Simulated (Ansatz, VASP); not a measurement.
Two plane-wave programs on Sc

```
CELL_PARAMETERS angstrom
5.25794 0.00000 0.00000
-2.62897 4.55351 0.00000
0.00000 0.00000 3.30255
ATOMIC_POSITIONS crystal
Sc 0.00000 0.00000 0.00000
Sc 0.33333 0.66667 0.50000
Sc 0.66667 0.33333 0.50000
```

Alike in both runs: task single point; functional PBEsol; k mesh 8 × 8 × 11; occupations fermi-dirac, width 0.1 eV; no spin polarisation.

```csv
,VASP,Ansatz
version,VASP 6.6.1,Ansatz 0.2.0
potentials or method,"VASP PAW PBE potentials, release 64 (Sc_sv), cutoff 520 eV","plane waves (420 eV) with PAW, scalar-relativistic"
valence electrons in the cell,33,33
```

```csv
,VASP,Ansatz,Ansatz less VASP
pressure (GPa),-5.2,-5.2,0.00
"traceless stress, the component that is largest in VASP (GPa)",-0.13,-0.13,-0.003
```

VASP's potentials were made for PBE, not for PBEsol, and Ansatz warns of the same on its side.
